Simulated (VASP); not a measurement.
Write the native input for VASP 6.6.1 that does the following.

* Task: single point
* Functional: PBE
* Potentials or basis: VASP PAW PBE potentials, release 64 (In_d, O)
* Cutoff: 520 eV
* k mesh: 3 × 3 × 3
* Occupations: fermi-dirac, width 0.2585 eV
* Spin: no spin polarisation
* Dipole correction: no
* Further INCAR settings: LREAL = Auto; ALGO = Normal; EDIFF = 1e-06; NBANDS = 104

The structure of In2O3 lies in POSCAR:

```
In2O3
1.0
    6.5491560000      0.0602710000     -0.0265460000
    0.0602710000      6.5253210000     -0.0478520000
   -0.0265460000     -0.0478520000      6.3657510000
In O
8 12
Direct
    0.1352351292      0.7606968407      0.1377992193
    0.6141589209      0.6825032692      0.1359271013
    0.3012157372      0.9242505603      0.6668372871
    0.2635962049      0.3887359049      0.7226291558
    0.3428037353      0.1929997633      0.1892698296
    0.6778375165      0.2567246446      0.4086916320
    0.8143665816      0.7905966588      0.6207583110
    0.7907764883      0.2367896044      0.8827068444
    0.3828072690      0.4301648463      0.3955420779
    0.3468036472      0.6444871514      0.8866251635
    0.5231317798      0.9106869938      0.3370772014
    0.8514226319      0.7525902968      0.9609149938
    0.4890839401      0.3403351559      0.9595455689
    0.0903072949      0.1413786258      0.5576076678
    0.8220536829      0.4428711520      0.2318689023
    0.5621373829      0.9817206289      0.7253575824
    0.6377197181      0.5364699799      0.6654026702
    0.0291949669      0.1403179066      0.2440752122
    0.0917743909      0.2290872802      0.9546334253
    0.1198975054      0.7271232770      0.4777786919
```

The input as run:

INCAR

```
ALGO = Normal
EDIFF = 1E-6
ENCUT = 520
GGA = PE
ISIF = 2
ISMEAR = -1
LASPH = T
LCHARG = F
LREAL = Auto
LWAVE = F
NBANDS = 104
NELM = 80
PREC = Accurate
SIGMA = 0.2585
```

KPOINTS

```
k-points
0
Gamma
  3 3 3
```

Potentials or basis: VASP PAW PBE potentials, release 64 (In_d, O).

Command:

```bash
$ cat potpaw_PBE.64/In_d/POTCAR potpaw_PBE.64/O/POTCAR > POTCAR
$ mpirun -np 1 vasp_std > vasp.out
```

Results of the run:

- Pressure: 10.4 GPa
- Largest force: 7.975 eV/Å

Caveat: the atoms stand as in a frame of molecular dynamics.

Run time: 9.3 min on 1 thread of AMD EPYC 9R45 96-Core Processor (Zen 5), with other jobs on the host, peak memory 0.44 GiB.
